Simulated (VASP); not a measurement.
# CoGe3 (Pm-3m) in VASP: notebook, part 2 of 3

VASP 6.6.1.

### 3 Single point, PBEsol

This run uses another cell than the first one, of 15.13 Å³/atom, 0.996 times its volume.

INCAR

```
PREC = Accurate
ENCUT = 520
EDIFF = 1E-6
ISMEAR = 0
SIGMA = 0.1
LREAL = False
LASPH = True
NELM = 60
ALGO = Normal
ISIF = 2
LWAVE = False
LCHARG = False
GGA = PS
NBANDS = 34
```

KPOINTS

```
regular mesh
0
Gamma
  10 10 10
```

POSCAR

```
CoGe3
1.0
    3.9257872121      0.0000000000      0.0000000000
    0.0000000000      3.9257872121      0.0000000000
    0.0000000000      0.0000000000      3.9257872121
Ge Co
3 1
Direct
    0.0000000000      0.5000000000      0.5000000000
    0.5000000000      0.0000000000      0.5000000000
    0.5000000000      0.5000000000      0.0000000000
    0.0000000000      0.0000000000      0.0000000000
```

Potentials or basis: VASP PAW PBE potentials, release 64 (Ge_d, Co).

On the command line:

```console
$ cat potpaw_PBE.64/Ge_d/POTCAR potpaw_PBE.64/Co/POTCAR > POTCAR
$ mpirun -np 1 vasp_std > vasp.out
```

OUTCAR:

```text
PREC = Accurate
   ENCUT = 520
   EDIFF = 1E-6
   ISMEAR = 0
   LREAL = False
   LASPH = True
   NELM = 60
   ISIF = 2
   GGA = PS

 ion  position               nearest neighbor table
   1  0.000  0.500  0.500-   2 2.78   3 2.78   4 2.78   3 2.78   4 2.78   2 2.78   4 2.78   4 2.78
                             2 2.78   3 2.78   3 2.78   2 2.78
   2  0.500  0.000  0.500-   1 2.78   3 2.78   4 2.78   3 2.78   4 2.78   1 2.78   3 2.78   3 2.78
                             1 2.78   4 2.78   4 2.78   1 2.78
   3  0.500  0.500  0.000-   1 2.78   2 2.78   4 2.78   1 2.78   2 2.78   2 2.78   4 2.78   2 2.78
                             1 2.78   4 2.78   1 2.78   4 2.78
   4  0.000  0.000  0.000-   1 2.78   2 2.78   3 2.78   1 2.78   2 2.78   1 2.78   3 2.78   1 2.78
                             2 2.78   3 2.78   2 2.78   3 2.78

  LATTYP: Found a simple cubic cell.
 ALAT       =     3.9257872121

  Lattice vectors:

 A1 = (   3.9257872121,   0.0000000000,   0.0000000000)
 A2 = (   0.0000000000,   3.9257872121,   0.0000000000)
 A3 = (   0.0000000000,   0.0000000000,   3.9257872121)

Analysis of symmetry for initial positions (statically):
=====================================================================
 Subroutine PRICEL returns:
 Original cell was already a primitive cell.

 Routine SETGRP: Setting up the symmetry group for a
 simple cubic supercell.

 Subroutine GETGRP returns: Found 48 space group operations
 (whereof 48 operations were pure point group operations)
 out of a pool of 48 trial point group operations.

The static configuration has the point symmetry O_h .

Analysis of symmetry for dynamics (positions and initial velocities):
=====================================================================
 Subroutine PRICEL returns:
 Original cell was already a primitive cell.

 Routine SETGRP: Setting up the symmetry group for a
 simple cubic supercell.

 Subroutine GETGRP returns: Found 48 space group operations
[... 120 lines left out ...]
   EMIN   =  10.00;   EMAX   =-10.00  energy-range for DOS
   EFERMI =   0.00;   METHOD = LEGACY
   ISMEAR =     0;   SIGMA  =   0.10  broadening in eV -4-tet -1-fermi 0-gaus
   EFERMI_NEDOS =   21; number of points for ismear=-14 and -15
   IALGO  =     38    algorithm
   IMIX   =      4    mixing-type and parameters
     AMIX     =   0.40;   BMIX     =  1.00
     AMIX_MAG =   1.60;   BMIX_MAG =  1.00
  volume/ion in A,a.u.               =      15.13       102.07
  Fermi-wavevector in a.u.,A,eV,Ry     =   1.546458  2.922382 32.538774  2.391532
  Thomas-Fermi vector in A             =   2.651691
   LORBIT       =      0    0 simple, 1 ext, 2 COOP (PROOUT), +10 PAW based schemes
   GGA     = PS    functional components
   LHFCALC =     F    Hartree Fock is set to
   AEXX    =    0.0000 exact exchange contribution
   IVDW    =     0    specifies the selected vdW correction
   LEPSILON=     F    determine dielectric tensor
   LRPA    =     F    only Hartree local field effects (RPA)
 non-spin polarized calculation
 Gauss-broadening in eV      SIGMA  =   0.10
  energy-cutoff  :      520.00
  volume of cell :       60.50
 maximum number of plane-waves:      1654
 NGX is ok and might be reduce to    30
   NGX = 15   NGY = 15   NGZ = 15

 number of electron      51.0000076 magnetization

 Free energy of the ion-electron system (eV)
  ---------------------------------------------------
  ext. energy  EPLUGINS =         0.00000000
  ---------------------------------------------------
  free energy    TOTEN  =       -21.09493189 eV

  energy without entropy =      -21.08051582  energy(sigma->0) =      -21.08772385

 E-fermi :   8.5198     XC(G=0): -12.3757

 val. band max:        8.4990269844   @ k =   0.5000   0.4000   0.0000
 cond. band min:       8.5210342638   @ k =   0.2000   0.0000   0.0000
 fundamental gap:      0.0220072794
 Fermi energy:         8.5198286073

 k-point     1 :       0.0000    0.0000    0.0000
  band No.  band energies     occupation
      1     -16.3421      2.00000
      2     -16.3396      2.00000
      3     -16.3396      2.00000
      4     -16.3396      2.00000
      5     -16.2141      2.00000
      6     -16.2141      2.00000
[... 877 lines left out ...]
     33      14.5977      0.00000
     34      17.4482      0.00000

 [... further k-points ...]
[... 5 lines left out ...]
  --------------------------------------------------------------------------------------
  -------------------------------------------------------------------------------------
  Total        0.0637001      0.0637001      0.0637001     -0.0000000     -0.0000000      0.0000000
  in kB        1.6868260      1.6868260      1.6868260     -0.0000000     -0.0000000      0.0000000
  external PRESSURE =       1.6868260 kB  Pullay stress =       0.0000000 kB

 VOLUME and BASIS-vectors are now :
 -----------------------------------------------------------------------------
  energy-cutoff  :      520.00
  volume of cell :       60.50
      direct lattice vectors                 reciprocal lattice vectors
     3.925787212  0.000000000  0.000000000     0.254725981  0.000000000  0.000000000
     0.000000000  3.925787212  0.000000000     0.000000000  0.254725981  0.000000000
     0.000000000  0.000000000  3.925787212     0.000000000  0.000000000  0.254725981

 POSITION                                       TOTAL-FORCE (eV/Angst)
 -----------------------------------------------------------------------------------
      0.00000      1.96289      1.96289         0.000000      0.000000      0.000000
      1.96289      0.00000      1.96289         0.000000      0.000000      0.000000
      1.96289      1.96289      0.00000         0.000000      0.000000      0.000000
      0.00000      0.00000      0.00000         0.000000      0.000000      0.000000
 -----------------------------------------------------------------------------------
    total drift:                                0.000000      0.000000     -0.000000

  FREE ENERGIE OF THE ION-ELECTRON SYSTEM (eV)
  ---------------------------------------------------
  free  energy   TOTEN  =       -21.0949318920 eV

  energy  without entropy=      -21.0805158162  energy(sigma->0) =      -21.08772385
```

stdout:

```text
POSCAR found type information on POSCAR GeCo
 POSCAR found :  2 types and       4 ions
 scaLAPACK will be used
 -----------------------------------------------------------------------------
|                                                                             |
|                                                                             |
|     You enforced a specific xc type in the INCAR file but a different       |
|     I HOPE YOU KNOW WHAT YOU ARE DOING!                                     |
|                                                                             |
 -----------------------------------------------------------------------------

 LDA part: xc-table for (Slater+PW92), standard interpolation
 POSCAR, INCAR and KPOINTS ok, starting setup
 FFT: planning ... GRIDC
 FFT: planning ... GRID_SOFT
 FFT: planning ... GRID
 WAVECAR not read
 entering main loop
```

Run time: 80 s. Hardware: 1 thread of Intel Xeon Platinum 8488C (Sapphire Rapids), shared host; peak memory 0.23 GiB.

Results:

| Property | Result |
| --- | --- |
| Free energy | -21.0949 eV |
| Pressure | 0.2 GPa |

Caveat: the PAW data sets were made with another functional, which shifts forces and pressure a little. Spin polarisation is off, so any magnetic state and its effect on volume and gap are missing.

### 4 Relaxation of cell and atoms, PBEsol

This run uses another cell than the first one, of 14.02 Å³/atom, 0.923 times its volume.

INCAR

```
SYSTEM = CoGe3
ALGO = Normal ; EDIFF = 1E-7
EDIFFG = -0.05 ; ENCUT = 600
GGA = PS ; IBRION = 2
ISIF = 3 ; ISMEAR = 0
LASPH = .True. ; LCHARG = .False.
LREAL = .False. ; LWAVE = .False.
NELM = 80 ; NSW = 100
PREC = Accurate ; SIGMA = 0.1
```

KPOINTS

```
k-points
0
Gamma
  6 6 6
  0 0 0
```

POSCAR

```
CoGe3
1.0
    3.8275878209      0.0000000000      0.0000000000
    0.0000000000      3.8275878209      0.0000000000
    0.0000000000      0.0000000000      3.8275878209
Ge Co
3 1
Direct
    0.0000000000      0.5000000000      0.5000000000
    0.5000000000      0.0000000000      0.5000000000
    0.5000000000      0.5000000000      0.0000000000
    0.0000000000      0.0000000000      0.0000000000
```

On the command line:

```console
$ cat potpaw_PBE.64/Ge_d/POTCAR potpaw_PBE.64/Co/POTCAR > POTCAR
$ mpirun -np 1 vasp_std > vasp.out
```

It took 80 s on 1 thread of Intel Xeon Platinum 8488C (Sapphire Rapids), shared host; peak memory 0.2 GiB.

Results (log left out):

```yaml
Free_energy: -21.0727 eV
Relaxed_volume: 15.24 Å³/atom
Relaxed_cell: a = 3.936 Å, b = 3.936 Å, c = 3.936 Å, α = 90.00°, β = 90.00°, γ = 90.00°
Space_group_after_relaxing_to_0.05_Å: Pm-3m (No. 221)
Energy_gained_by_relaxing: 38.6 meV/atom
Ionic_steps: 3
Pressure_after_relaxing: -0.1 GPa
```

Step by step:
```
step  energy change (eV)  largest force (eV/Å)  pressure (GPa)  volume (Å³)
   1              0.0000                0.0000           10.85        56.08
   2             -0.1027                0.0000           -4.92        64.14
   3             -0.1543                0.0000           -0.09        60.97
```

Final structure:
```yaml
crystal:
  lattice:
    - [3.93585, 0.00000, 0.00000]
    - [0.00000, 3.93585, 0.00000]
    - [0.00000, 0.00000, 3.93585]
  atoms:
    - { symbol: Ge, position: [0.00000, 0.50000, 0.50000] }
    - { symbol: Ge, position: [0.50000, 0.00000, 0.50000] }
    - { symbol: Ge, position: [0.50000, 0.50000, 0.00000] }
    - { symbol: Co, position: [0.00000, 0.00000, 0.00000] }
```

Levels at points of the mesh, in eV from the Fermi level:
```csv
k point,band 22,band 23,band 24,band 25,band 26,band 27,band 28,band 29
"(0.00, 0.00, 0.00)",-1.04,-1.04,-1.04,-0.16,-0.16,0.43,3.59,3.59
"(0.50, 0.00, 0.00)",-1.00,-0.92,-0.56,-0.56,0.39,0.39,0.61,0.89
"(0.50, 0.50, 0.00)",-1.06,-0.77,-0.77,-0.05,0.55,1.33,1.33,2.49
"(0.50, 0.50, 0.50)",-5.18,-0.81,-0.68,-0.68,-0.22,-0.22,-0.22,8.68
```

Caveat: the PAW data sets were made with another functional, which shifts forces and pressure a little. Spin polarisation is off, so any magnetic state and its effect on volume and gap are missing.

(Continued in part 3 of 3.)
